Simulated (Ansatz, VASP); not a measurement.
**Zn in VASP and in Ansatz**

The input INCAR:

```
SYSTEM = Zn
PREC     = Accurate       ! precision mode
ENCUT    = 520            ! plane-wave cutoff, eV
EDIFF    = 1E-7           ! SCF threshold, eV
ISMEAR   = 0              ! smearing method
SIGMA    = 0.15           ! smearing width, eV
LREAL    = .False.        ! projectors in reciprocal space
LASPH    = .True.         ! aspherical terms in the spheres
NELM     = 80             ! most SCF steps
ALGO     = Fast           ! electronic algorithm
ISIF     = 2              ! what is computed and relaxed
LWAVE    = .False.        ! write WAVECAR
LCHARG   = .False.        ! write CHGCAR
GGA      = PE             ! functional
NBANDS   = 12             ! bands
```

The input KPOINTS:

```
regular mesh
0
Gamma
  22 22 22
  0 0 0
```

File POSCAR:

```
Zn
1.0
   -1.5062755200      1.5690370000      1.5690370000
    1.5062755200     -1.5690370000      1.5690370000
    1.5062755200      1.5690370000     -1.5690370000
Zn
1
Direct
    0.0000000000      0.0000000000      0.0000000000
```

Input for Ansatz:

```yaml
crystal:
  lattice:
    - [-1.50627552, 1.569037, 1.569037]
    - [1.50627552, -1.569037, 1.569037]
    - [1.50627552, 1.569037, -1.569037]
  atoms:
    - { symbol: Zn, position: [0.0, 0.0, 0.0] }
basis:
  ecutwfc: 420
kpoints:
  mp_grid: { grid: [22, 22, 22] }
hamiltonian:
  xc: pbe
scf:
  occupations: { method: gaussian, width: 0.15 }
output:
  forces: true
  stress: true
  eigenvalues: true
```

Change from the starting cell: strain -0.0400 x Voigt [1, 0, 0, 0, 0, 0], atoms carried along.

Alike in both runs: task single point; functional PBE; k mesh 22 × 22 × 22; occupations gaussian, width 0.15 eV; no spin polarisation.

```csv
,VASP,Ansatz
version,VASP 6.6.1,Ansatz 0.2.0
potentials or method,"VASP PAW PBE potentials, release 64 (Zn), cutoff 520 eV","scalar-relativistic, plane waves, PAW"
valence electrons in the cell,12,12
```

```csv
,VASP,Ansatz,Ansatz less VASP
gap on the k mesh at the Fermi level (eV),none,none,-
pressure (GPa),2.9,2.6,-0.36
"traceless stress, the component that is largest in VASP (GPa)",-1.54,-1.55,-0.007
```

A gap of «none» marks a metal or a gap that the smearing closes.
